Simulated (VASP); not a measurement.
## Al: single point with PBE

The system is Al.

```xyz
1
Lattice="2.4637 0.0000 0.0000 -1.2318 2.1336 0.0000 0.0000 0.0000 2.4374" Properties=species:S:1:pos:R:3 pbc="T T T"
Al    0.0000    0.0000    0.0000
```

| Item | Value |
| --- | --- |
| Program | VASP 6.6.1 |
| Task | single point |
| Functional | PBE |
| Potentials or basis | VASP PAW PBE potentials, release 64 (Al) |
| Cutoff | 520 eV |
| k mesh | 18 × 18 × 16 |
| Occupations | fermi-dirac, width 0.1 eV |
| Spin | no spin polarisation |
| Dipole correction | no |
| Further INCAR settings | ALGO = Normal; EDIFF = 1e-06; NBANDS = 8 |

```
Pressure : 54.1 GPa
```

Levels at points of the mesh, in eV from the Fermi level:
```csv
k point,band 1,band 2,band 3,band 4,band 5,band 6,band 7
"(0.00, 0.00, 0.00)",-12.80,8.44,10.74,15.10,15.10,17.88,17.88
"(0.50, 0.00, 0.00)",-5.46,-4.41,8.76,10.09,16.12,18.43,19.91
"(0.00, 0.00, 0.50)",-6.97,-6.54,18.16,18.16,20.44,20.44,23.59
"(0.50, 0.00, 0.50)",-0.74,0.60,1.34,2.17,14.94,15.13,18.22
```

It took 11 s on 1 thread of Intel(R) Xeon(R) Platinum 8488C (Sapphire Rapids) (shared host), peak memory 0.13 GiB.
